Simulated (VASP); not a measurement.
# Cu (P6_3/mmc) in VASP: a series of runs, part 2 of 2

VASP 6.6.1. Earlier steps stand in the parts before.

### 4 Single point, PBE (biaxial strain in the a-b plane: +6.0 %, then relaxed in part)

Input file INCAR:

```
SYSTEM = Cu
  PREC = Accurate
  ENCUT = 820
  EDIFF = 1E-6
  ISMEAR = 0
  SIGMA = 0.1
  LREAL = .FALSE.
  LASPH = .TRUE.
  NELM = 120
  ALGO = Normal
  ISIF = 2
  LWAVE = .FALSE.
  LCHARG = .FALSE.
  GGA = PE
  NBANDS = 26
  GGA_COMPAT = .FALSE.
```

Input file KPOINTS:

```
regular mesh
0
G
  24 24 12
  0 0 0
```

Input file POSCAR:

```
Cu
1.0
    2.7220909951      0.0000000000      0.0000000000
   -1.3610454976      2.3573999532      0.0000000000
    0.0000000000      0.0000000000      4.0211380228
Cu
2
Direct
    0.3333333333      0.6666666667      0.2500000000
    0.6666666667      0.3333333333      0.7500000000
```

Run with:

```sh
$ cat potpaw_PBE.64/Cu_sv_GW/POTCAR > POTCAR
$ mpirun -np 1 vasp_std > vasp.out
```

It took 4.3 min on 1 thread of Intel Xeon 6975P-C (Granite Rapids), shared host; peak memory 0.61 GiB.

It converged, with:

```
Free energy            : -7.4564 eV
Pressure               : -8.9 GPa
Band gap on the k mesh : zero (bands 19 and 20 overlap by 5.14 eV)
```

Stress tensor (GPa, compression positive):
```
-12.55   0.00   0.00
  0.00 -12.55   0.00
  0.00   0.00  -1.57
```

Levels at points of the mesh, in eV from the Fermi level:
| k point | band 17 | band 18 | band 19 | band 20 | band 21 | band 22 |
| --- | --- | --- | --- | --- | --- | --- |
| (0.00, 0.00, 0.00) | -2.45 | -1.59 | -1.59 | 0.12 | 4.71 | 18.35 |
| (0.50, 0.00, 0.00) | -1.53 | -1.38 | -0.22 | 0.98 | 7.79 | 8.49 |
| (0.00, 0.00, 0.50) | -1.77 | -1.77 | -1.77 | -1.77 | 14.29 | 14.29 |
| (0.50, 0.00, 0.50) | -1.58 | -1.58 | 0.44 | 0.44 | 4.16 | 4.16 |

Caveat: the cell differs from its parent crystal (biaxial strain in the a-b plane: +6.0 %, then relaxed in part); the stress differs along the axes, from -13 to -2 GPa.

### 5 Single point, PBE (strain along c alone, the other axes held: -4.0 %)

Input file INCAR:

```
PREC = Accurate ; ENCUT = 820
EDIFF = 1E-6 ; ISMEAR = 0
SIGMA = 0.1 ; LREAL = False
LASPH = True ; NELM = 120
ALGO = Normal ; ISIF = 2
LWAVE = False ; LCHARG = False
GGA = PE ; NBANDS = 26
GGA_COMPAT = False
```

Input file KPOINTS:

```
regular mesh
0
Gamma
  24 24 12
```

Input file POSCAR:

```
Cu
1.0
    2.5680103729      0.0000000000      0.0000000000
   -1.2840051864      2.2239622201      0.0000000000
    0.0000000000      0.0000000000      4.0257870312
Cu
2
Direct
    0.3333333333      0.6666666667      0.2500000000
    0.6666666667      0.3333333333      0.7500000000
```

Potentials or basis: VASP PAW PBE potentials, release 64 (Cu_sv_GW).

Run with:

```sh
$ cat potpaw_PBE.64/Cu_sv_GW/POTCAR > POTCAR
$ mpirun -np 1 vasp_std > vasp.out
```

OUTCAR:

```text
PREC = Accurate
   ENCUT = 820
   EDIFF = 1E-6
   ISMEAR = 0
   LREAL = False
   LASPH = True
   NELM = 120
   ISIF = 2
   GGA = PE

 ion  position               nearest neighbor table
   1  0.333  0.667  0.250-   2 2.50   2 2.50   2 2.50   2 2.50   2 2.50   2 2.50
   2  0.667  0.333  0.750-   1 2.50   1 2.50   1 2.50   1 2.50   1 2.50   1 2.50

  LATTYP: Found a hexagonal cell.
 ALAT       =     2.5680103729
 C/A-ratio  =     1.5676677453

  Lattice vectors:

 A1 = (   2.5680103729,   0.0000000000,   0.0000000000)
 A2 = (  -1.2840051864,   2.2239622201,   0.0000000000)
 A3 = (   0.0000000000,   0.0000000000,   4.0257870312)

Analysis of symmetry for initial positions (statically):
=====================================================================
 Subroutine PRICEL returns:
 Original cell was already a primitive cell.

 Routine SETGRP: Setting up the symmetry group for a
 hexagonal supercell.

 Subroutine GETGRP returns: Found 24 space group operations
 (whereof 12 operations were pure point group operations)
 out of a pool of 24 trial point group operations.

[... 161 lines left out ...]
  free energy    TOTEN  =        -7.54300459 eV

  energy without entropy =       -7.54018271  energy(sigma->0) =       -7.54159365

 E-fermi :   7.9368     XC(G=0): -13.5312

 val. band max:        7.9267878973   @ k =   0.1667   0.1667   0.3333
 cond. band min:       7.9456847563   @ k =   0.2083   0.1250   0.3333
 fundamental gap:      0.0188968590
 Fermi energy:         7.9367515828

 k-point     1 :       0.0000    0.0000    0.0000
  band No.  band energies     occupation
      1    -104.7239      2.00000
      2    -104.7046      2.00000
      3     -62.1665      2.00000
      4     -62.0527      2.00000
      5     -62.0527      2.00000
      6     -62.0322      2.00000
[... 685 lines left out ...]
     25      20.1508      0.00000
     26      27.1938      0.00000

 [... further k-points ...]

------------------------ aborting loop because EDIFF is reached ----------------------------------------

  FORCE on cell =-STRESS in cart. coord.  units (eV):
  Direction    XX          YY          ZZ          XY          YZ          ZX
  --------------------------------------------------------------------------------------
  -------------------------------------------------------------------------------------
  Total        0.2590256      0.2590256      1.4911353      0.0000000      0.0000000      0.0000000
  in kB       18.0500486     18.0500486    103.9088783      0.0000000      0.0000000      0.0000000
  external PRESSURE =      46.6696585 kB  Pullay stress =       0.0000000 kB

 VOLUME and BASIS-vectors are now :
 -----------------------------------------------------------------------------
  energy-cutoff  :      820.00
  volume of cell :       22.99
      direct lattice vectors                 reciprocal lattice vectors
     2.568010373  0.000000000  0.000000000     0.389406527  0.224823963  0.000000000
    -1.284005186  2.223962220  0.000000000     0.000000000  0.449647926  0.000000000
     0.000000000  0.000000000  4.025787031     0.000000000  0.000000000  0.248398634

 POSITION                                       TOTAL-FORCE (eV/Angst)
 -----------------------------------------------------------------------------------
     -0.00000      1.48264      1.00645         0.000000     -0.000000      0.000000
      1.28401      0.74132      3.01934        -0.000000      0.000000      0.000000
 -----------------------------------------------------------------------------------
    total drift:                               -0.000001      0.000000     -0.000000

  FREE ENERGIE OF THE ION-ELECTRON SYSTEM (eV)
  ---------------------------------------------------
  free  energy   TOTEN  =        -7.5430045859 eV

  energy  without entropy=       -7.5401827138  energy(sigma->0) =       -7.54159365
```

OSZICAR:

```text
N       E                     dE             d eps       ncg     rms          rms(c)
DAV:   1     0.857284179381E+03    0.85728E+03   -0.31900E+04 32874   0.675E+03
DAV:   2     0.738025635015E+02   -0.78348E+03   -0.75721E+03 35448   0.142E+03
DAV:   3    -0.607251596158E+01   -0.79875E+02   -0.77830E+02 40818   0.578E+02
DAV:   4    -0.910530865692E+01   -0.30328E+01   -0.30214E+01 38964   0.110E+02
DAV:   5    -0.921324442280E+01   -0.10794E+00   -0.10791E+00 38460   0.159E+01    0.117E+01
DAV:   6    -0.862054743738E+01    0.59270E+00   -0.14978E+01 31210   0.236E+02    0.754E+00
DAV:   7    -0.757080035727E+01    0.10497E+01   -0.46801E+00 31862   0.132E+02    0.247E+00
DAV:   8    -0.754405349255E+01    0.26747E-01   -0.73855E-02 40754   0.667E+00    0.362E-01
DAV:   9    -0.754331734898E+01    0.73614E-03   -0.10052E-02 35800   0.554E+00    0.158E-01
DAV:  10    -0.754300332288E+01    0.31403E-03   -0.97063E-04 40200   0.170E+00    0.575E-03
DAV:  11    -0.754300630418E+01   -0.29813E-05   -0.13674E-05 35480   0.142E-01    0.933E-03
DAV:  12    -0.754300469207E+01    0.16121E-05   -0.12375E-06 15112   0.874E-02    0.734E-04
DAV:  13    -0.754300458591E+01    0.10616E-06   -0.63317E-07 15796   0.234E-02
   1 F= -.75430046E+01 E0= -.75415936E+01  d E =-.282187E-02
```

stdout:

```text
POSCAR found type information on POSCAR Cu
 POSCAR found :  1 types and       2 ions
 scaLAPACK will be used
 LDA part: xc-table for (Slater+PW92), standard interpolation
 POSCAR, INCAR and KPOINTS ok, starting setup
 FFT: planning ... GRIDC
 FFT: planning ... GRID_SOFT
 FFT: planning ... GRID
 WAVECAR not read
 entering main loop
```

Wall time 5.3 min (1 thread of AMD EPYC 7R13 (Zen 3), shared host); peak memory 0.53 GiB.

What came out:

```yaml
Free_energy: -7.5430 eV
Pressure: 4.7 GPa
Band_gap_on_the_k_mesh: zero (bands 19 and 20 overlap by 5.83 eV)
```

Stress tensor (GPa, compression positive):
```
 1.81  0.00  0.00
 0.00  1.81  0.00
 0.00  0.00 10.39
```

Levels at points of the mesh, in eV from the Fermi level:
```csv
k point,band 15,band 16,band 17,band 18,band 19,band 20,band 21,band 22,band 23,band 24
"(0.00, 0.00, 0.00)",-2.79,-2.63,-2.63,-1.73,-1.73,-0.75,4.46,20.99,21.19,21.19
"(0.50, 0.00, 0.00)",-2.70,-1.71,-1.58,-1.53,-0.10,1.44,8.04,8.57,11.04,11.53
"(0.00, 0.00, 0.50)",-3.13,-3.13,-1.96,-1.96,-1.96,-1.96,13.72,13.72,21.73,21.73
"(0.50, 0.00, 0.50)",-1.94,-1.94,-1.62,-1.62,0.37,0.37,4.86,4.86,15.88,15.88
```

Caveat: the cell differs from its parent crystal (strain along c alone, the other axes held: -4.0 %); the stress differs along the axes, from 2 to 10 GPa.

### 6 The runs side by side

| cell | gap on the mesh (eV) | pressure (GPa) |
| --- | --- | --- |
| a = 2.619, b = 2.619, c = 4.145 Å, angles 90.0, 90.0, 120.0°, 2 atoms | none | -5.2 |
| a = 2.465, b = 2.465, c = 4.315 Å, angles 90.0, 90.0, 120.0°, 2 atoms | none | 7.4 |
| a = 2.722, b = 2.722, c = 4.021 Å, angles 90.0, 90.0, 120.0°, 2 atoms | none | -8.9 |
| a = 2.568, b = 2.568, c = 4.026 Å, angles 90.0, 90.0, 120.0°, 2 atoms | none | 4.7 |

Alike in all rows: task single point; level PBE; potentials or basis VASP PAW PBE potentials, release 64 (Cu_sv_GW); no spin polarisation; k mesh 24 × 24 × 12; cutoff (eV) 820; smearing gaussian 0.1 eV.

Caveats: the stress differs along the axes, from -7 to -2 GPa (at least some runs); the stress differs along the axes, from -2 to 12 GPa (at least some runs); the stress differs along the axes, from -13 to -2 GPa (at least some runs); the stress differs along the axes, from 2 to 10 GPa (at least some runs).

Total energies depend on the potentials used, so only differences within one code and one set of settings carry meaning.

The gap in the log of VASP goes by the Fermi energy; the results here count the filled bands.